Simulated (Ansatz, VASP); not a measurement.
**One calculation of Ir, two programs**

```
Ir
1.0
     0.00000    1.91970    1.91970
     1.91970    0.00000    1.91970
     1.91970    1.91970    0.00000
Ir
1
Direct
  0.00000 0.00000 0.00000
```

Alike in both runs: task single point; functional r2SCAN; k mesh 22 × 22 × 22; occupations gaussian, width 0.15 eV; no spin polarisation.

|  | VASP | Ansatz |
| --- | --- | --- |
| version | VASP 6.6.1 | Ansatz 0.2.0 |
| potentials or method | VASP PAW PBE potentials, release 64 (Ir_sv_GW), cutoff 550 eV | scalar-relativistic, plane waves, PAW |
| valence electrons in the cell | 17 | 17 |

VASP gave:

- gap on the k mesh at the Fermi level (eV): none
- pressure (GPa): -0.6

Task: What did Ansatz give for the same quantities?

Result: gap on the k mesh at the Fermi level (eV): none; pressure (GPa): 1.6.

VASP's potentials were made for PBE, not for r2SCAN. A gap of «none» marks a metal or a gap that the smearing closes.

Spin-orbit coupling is off throughout.
